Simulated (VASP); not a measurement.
A run of VASP 6.6.1 is set up as follows.

The input INCAR:

```
PREC = Accurate
ENCUT = 520
EDIFF = 1E-6
ISMEAR = 0
SIGMA = 0.1
LREAL = F
LASPH = T
NELM = 80
ALGO = Normal
ISIF = 2
LWAVE = F
LCHARG = F
GGA = PE
NBANDS = 27
```

KPOINTS

```
regular mesh
0
Gamma
  6 6 4
```

The input POSCAR:

```
Hf3C2
1.0
    3.3046131180      0.0000000000      0.0000000000
   -1.6523065590      2.8618789099      0.0000000000
    0.0000000000      0.0000000000      7.9097780558
Hf C
3 2
Direct
    0.0000000000      0.0000000000      0.0000000000
    0.3333333333      0.6666666667      0.6770808883
    0.6666666667      0.3333333333      0.3229191117
    0.3333333333      0.6666666667      0.1741087754
    0.6666666667      0.3333333333      0.8258912246
```

Potentials or basis: VASP PAW PBE potentials, release 64 (Hf_pv, C).

Launch:

```sh
$ cat potpaw_PBE.64/Hf_pv/POTCAR potpaw_PBE.64/C/POTCAR > POTCAR
$ mpirun -np 1 vasp_std > vasp.out
```

(1) What does it give for the pressure?

(2) What does it give for the band gap on the k mesh?

## Answers

(1) -0.6 GPa.

(2) zero (band 19 reaches 6.67 eV, above the bottom of band 20 at 5.45 eV).

Caveat: the k points lie up to 0.37 Å⁻¹ apart; spin-orbit coupling is left out, which moves the levels of the heavy elements.
